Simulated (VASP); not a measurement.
A run of VASP 6.6.1 is set up as follows.

The input INCAR:

```
PREC = Accurate ; ENCUT = 910
EDIFF = 1E-6 ; ISMEAR = 0
SIGMA = 0.05 ; LREAL = False
LASPH = True ; NELM = 120
ALGO = Normal ; ISIF = 2
LWAVE = False ; LCHARG = False
NBANDS = 26 ; GGA_COMPAT = False
```

KPOINTS

```
Automatic mesh
0
Gamma
  12 12 6
```

The input POSCAR:

```
ZnO
1.0
    3.1871780739      0.0000000000      0.0000000000
   -1.5935890369      2.7601771784      0.0000000000
    0.0000000000      0.0000000000      4.5863414699
Zn O
2 2
Direct
    0.3333333333      0.6666666667      0.0018514197
    0.6666666667      0.3333333333      0.5018514197
    0.3333333333      0.6666666667      0.3802485803
    0.6666666667      0.3333333333      0.8802485803
```

Potentials or basis: VASP PAW LDA potentials, release 64 (Zn, O_h).

Command:

```console
$ cat potpaw_LDA.64/Zn/POTCAR potpaw_LDA.64/O_h/POTCAR > POTCAR
$ mpirun -np 1 vasp_std > vasp.out
```

Problem. Estimate the largest force.

Solution. 2.926 eV/Å.

Problem. Estimate the band gap on the k mesh.

Solution. 1.02 eV.

Stress tensor (GPa, compression positive):
```
13.09  0.00  0.00
 0.00 13.09  0.00
 0.00  0.00 66.72
```

Caveat: the cell differs from its parent crystal (engineering shear strain xz +0.0000, normal strain along z -0.1100); the cutoff is under 1.25 times the usual one of these potentials, so pressure, stress and relaxed cells hold a basis-set (Pulay) error; the cell stands under pressure; forces of over 1 eV/Å act on the atoms, so gaps and moduli don't describe the material at rest.
